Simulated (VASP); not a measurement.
A run of VASP 6.6.1 is set up as follows.

Contents of INCAR:

```
ALGO     = Normal         # electronic algorithm
DIPOL    = 0.5 0.5 0.371
EDIFF    = 1E-7           # SCF threshold, eV
ENCUT    = 520            # plane-wave cutoff, eV
GGA      = PE             # functional
IDIPOL   = 3            
ISIF     = 2              # what is computed and relaxed
ISMEAR   = 0              # smearing method
IVDW     = 12             # dispersion correction
LASPH    = True           # aspherical terms in the spheres
LCHARG   = False          # write CHGCAR
LDIPOL   = True         
LREAL    = False          # projectors in reciprocal space
LWAVE    = False          # write WAVECAR
NBANDS   = 18             # bands
NELM     = 100            # most SCF steps
PREC     = Accurate       # precision mode
SIGMA    = 0.05           # smearing width, eV
```

File KPOINTS:

```
k-points
0
Gamma
  9 9 1
```

Contents of POSCAR:

```
As
1.0
    3.5716242768      0.0000000000      0.0000000000
   -1.7858121384      3.0931173565      0.0000000000
    0.0000000000      0.0000000000     20.2951239260
As
4
Direct
    0.3333333333      0.6666666667      0.2217281361
    0.6666666667      0.3333333333      0.2905900937
    1.0000000000      1.0000000000      0.4517125392
    1.3333333333      0.6666666667      0.5205744968
```

Potentials or basis: VASP PAW PBE potentials, release 64 (As).

Command:

```console
$ cat potpaw_PBE.64/As/POTCAR > POTCAR
$ mpirun -np 1 vasp_std > vasp.out
```

Task: What does it give for the dispersion energy per atom?

Result: -0.273 eV.

Task: Estimate the band gap on the k mesh.

Result: 0.98 eV (least direct gap 1.76 eV).

Forces in eV/Å, atoms in the order of the input:
```
As   0.000  0.000 -0.034
As   0.000  0.000  0.100
As   0.000  0.000 -0.100
As   0.000  0.000  0.034
```

Caveat: the cell differs from its parent crystal (layers slid over each other).
